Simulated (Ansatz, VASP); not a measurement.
**Zn: VASP beside Ansatz**

```
Zn
1.0
     2.66563    0.00000    0.00000
    -1.33282    2.30851    0.00000
     0.00000    0.00000    4.96874
Zn
2
Direct
  0.33333 0.66667 0.25000
  0.66667 0.33333 0.75000
```

Change from the starting cell: volume scaled by 1.06.

Alike in both runs: task single point; functional PBEsol; k mesh 18 × 18 × 9; occupations fermi-dirac, width 0.03 eV; no spin polarisation.

|  | VASP | Ansatz |
| --- | --- | --- |
| version | VASP 6.6.1 | Ansatz 0.2.0 |
| potentials or method | VASP PAW PBE potentials, release 64 (Zn), cutoff 520 eV | all-electron LAPW, scalar-relativistic |

Ansatz gave:

```
pressure (GPa)                                                : -5.7
traceless stress, the component that is largest in VASP (GPa) : 2.65
```

Task: Estimate VASP's values.

Result: Pressure (GPa): -5.3; traceless stress, the component that is largest in VASP (GPa): 2.55.

VASP's potentials were made for PBE, not for PBEsol. Ansatz ran all-electron here, and VASP with PAW potentials.
